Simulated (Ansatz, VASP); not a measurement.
## One calculation of BN, two programs

File INCAR:

```
  PREC = Accurate
  ENCUT = 520
  EDIFF = 1E-7
  ISMEAR = 0
  SIGMA = 0.05
  LREAL = False
  LASPH = True
  NELM = 100
  ALGO = Normal
  ISIF = 2
  LWAVE = False
  LCHARG = False
  GGA = PS
  NBANDS = 11
```

KPOINTS

```
regular mesh
0
Gamma
  12 12 12
```

POSCAR

```
BN
1.0
    0.0000000000      3.4953158300      2.1660912400
    1.2516321000      0.0000000000      2.1660912400
    1.2516321000      3.4953158300      0.0000000000
B N
1 1
Direct
   -0.0049020771     -0.0411667299      0.9846719515
    0.6666513400      0.6666513400      0.3333486600
```

Input for Ansatz:

```yaml
crystal:
  lattice:
    - [0.0, 3.49531583, 2.16609124]
    - [1.2516321, 0.0, 2.16609124]
    - [1.2516321, 3.49531583, 0.0]
  atoms:
    - { symbol: B, position: [-0.0049020771, -0.0411667299, 0.9846719515] }
    - { symbol: "N", position: [0.66665134, 0.66665134, 0.33334866] }
basis:
  ecutwfc: 420
kpoints:
  mp_grid: { grid: [12, 12, 12] }
hamiltonian:
  xc: pbesol
scf:
  occupations: { method: gaussian, width: 0.05 }
output:
  forces: true
  stress: true
  eigenvalues: true
```

Alike in both runs: task single point; functional PBEsol; k mesh 12 × 12 × 12; occupations gaussian, width 0.05 eV; no spin polarisation.

|  | VASP | Ansatz |
| --- | --- | --- |
| version | VASP 6.6.1 | Ansatz 0.2.0 |
| potentials or method | VASP PAW PBE potentials, release 64 (B, N), cutoff 520 eV | scalar-relativistic, plane waves, PAW |
| valence electrons in the cell | 8 | 8 |

```tsv
	VASP	Ansatz	Ansatz less VASP
gap on the k mesh at the Fermi level (eV)	3.03	3.04	+0.010
least direct gap on the mesh (eV)	4.20	4.21	+0.009
pressure (GPa)	5.8	5.5	-0.21
traceless stress, the component that is largest in VASP (GPa)	15.58	15.31	-0.272
rms of the force components (eV/Å)	2.906	2.907	+0.0010
```

VASP's potentials were made for PBE, not for PBEsol. Atom by atom the forces differ by 0.002 eV/Å (rms over components).
